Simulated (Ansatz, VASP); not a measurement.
This is a calculation of MgO for VASP 6.6.1.

The input INCAR:

```
SYSTEM = MgO
  PREC = Accurate
  ENCUT = 840
  EDIFF = 1E-7
  ISMEAR = -1
  SIGMA = 0.05
  LREAL = .False.
  LASPH = .True.
  NELM = 120
  ALGO = Normal
  ISIF = 3
  LWAVE = .False.
  LCHARG = .False.
  GGA = RP
  IVDW = 12
  IBRION = 2
  NSW = 60
  EDIFFG = -0.01
  GGA_COMPAT = .False.
  NELMIN = 4
```

File KPOINTS:

```
Automatic mesh
0
Gamma
  10 10 10
  0 0 0
```

File POSCAR:

```
MgO
1.0
    0.0000000000      2.3061600000      2.3061600000
    2.3061600000      0.0000000000      2.3061600000
    2.3061600000      2.3061600000      0.0000000000
Mg O
1 1
Direct
    0.5000000000      0.5000000000      0.5000000000
    0.7500000000      0.7500000000      0.7500000000
```

Potentials or basis: VASP PAW PBE potentials, release 64 (Mg_sv, O).

The run is started by

```console
$ cat potpaw_PBE.64/Mg_sv/POTCAR potpaw_PBE.64/O/POTCAR > POTCAR
$ mpirun -np 1 vasp_std > vasp.out
```

**Question.** Translate it to Ansatz 0.2.0. Potentials there: Ansatz PAW.

**Answer.** As run (the cutoff follows the program's own potentials):

The input input.yaml:

```yaml
crystal:
  lattice:
    - [0.0, 2.30616, 2.30616]
    - [2.30616, 0.0, 2.30616]
    - [2.30616, 2.30616, 0.0]
  atoms:
    - { symbol: Mg, position: [0.5, 0.5, 0.5] }
    - { symbol: O, position: [0.75, 0.75, 0.75] }
hamiltonian:
  xc: rpbe
  pseudopotentials: { kind: paw }
  dispersion: d3bj
kpoints:
  mp_grid: { grid: [10, 10, 10] }
scf:
  occupations: { method: fermi_dirac, width: 0.05 }
output:
  forces: true
  stress: true
  eigenvalues: true
relax:
  f_tol: 0.01
  max_steps: 40
  cell: { stress_tol: 0.05 }
```

Potentials or basis: Ansatz PAW.

Run with:

```console
$ ansatz run input.yaml --threads 2 --pin off --max-ram 5632MiB --backend cpu --events-out ev --progress --plain --runs-dir out
```

Both were run:

|  | VASP | Ansatz | Ansatz less VASP |
| --- | --- | --- | --- |
| gap on the k mesh at the Fermi level, each at its own relaxed structure (eV) | 4.22 | 4.23 | +0.009 |
| relaxed volume (Å³/atom) | 11.02 | 11.01 | -0.009 |
| relaxed length of the cell vector where the two differ most in proportion (Å) | 3.147 | 3.146 | -0.0009 |

VASP's potentials were made for PBE, not for RPBE.

Noted on Ansatz's run: the plane-wave basis is chosen anew once the cell has moved, so the energies of steps on either side of that aren't comparable.
